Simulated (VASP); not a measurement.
Input of a VASP 6.6.1 run:

Contents of INCAR:

```
PREC = Accurate ; ENCUT = 520
EDIFF = 1E-6 ; ISMEAR = -1
SIGMA = 0.01 ; LREAL = F
LASPH = T ; NELM = 80
ALGO = Normal ; ISIF = 2
LWAVE = F ; LCHARG = F
GGA = PS ; NBANDS = 11
```

KPOINTS

```
Automatic mesh
0
Gamma
  8 8 8
```

The input POSCAR:

```
BeS
1.0
    0.0000000000      2.4026461606      2.4026461606
    2.4026461606      0.0000000000      2.4026461606
    2.4026461606      2.4026461606      0.0000000000
Be S
1 1
Direct
    0.0000000000      0.0000000000      0.0000000000
    0.2500000000      0.2500000000      0.2500000000
```

Potentials or basis: VASP PAW PBE potentials, release 64 (Be, S).

Launch:

```sh
$ cat potpaw_PBE.64/Be/POTCAR potpaw_PBE.64/S/POTCAR > POTCAR
$ mpirun -np 1 vasp_std > vasp.out
```

Q: Predict the band gap on the k mesh.

A: 2.86 eV, indirect (least direct gap 5.60 eV).

Q: What does it give for the pressure?

A: 2.2 GPa.

Caveat: the PAW data sets were made with another functional, which shifts forces and pressure a little. A k mesh can miss the band edges.
